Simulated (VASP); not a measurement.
A run of VASP 6.6.1:

The input INCAR:

```
ALGO     = Normal         # electronic algorithm
EDIFF    = 1E-6           # SCF threshold, eV
ENCUT    = 520            # plane-wave cutoff, eV
GGA      = PE             # functional
ISIF     = 2              # what is computed and relaxed
ISMEAR   = 0              # smearing method
LASPH    = T              # aspherical terms in the spheres
LCHARG   = F              # write CHGCAR
LREAL    = F              # projectors in reciprocal space
LWAVE    = F              # write WAVECAR
NBANDS   = 11             # bands
NELM     = 100            # most SCF steps
PREC     = Accurate       # precision mode
SIGMA    = 0.01           # smearing width, eV
```

The input KPOINTS:

```
k-points
0
Gamma
  4 4 4
```

Contents of POSCAR:

```
Si
1.0
    0.0000000000      2.7221197377      2.7221197377
    2.7221197377      0.0000000000      2.7221197377
    2.7221197377      2.7221197377      0.0000000000
Si
2
Direct
    0.2500000000      0.2500000000      0.2500000000
    0.0000000000      0.0000000000      0.0000000000
```

Potentials or basis: VASP PAW PBE potentials, release 64 (Si).

The run is started by

```sh
$ cat potpaw_PBE.64/Si/POTCAR > POTCAR
$ mpirun -np 1 vasp_std > vasp.out
```

Hardware: 1 thread of Intel(R) Xeon(R) Platinum 8488C (Sapphire Rapids), on a shared host.

Q: Estimate the wall time of this run.

A: It took 4.2 s on 1 thread of Intel(R) Xeon(R) Platinum 8488C (Sapphire Rapids), on a shared host, peak memory 0.15 GiB. Counts: scf iterations 11, k points 8.
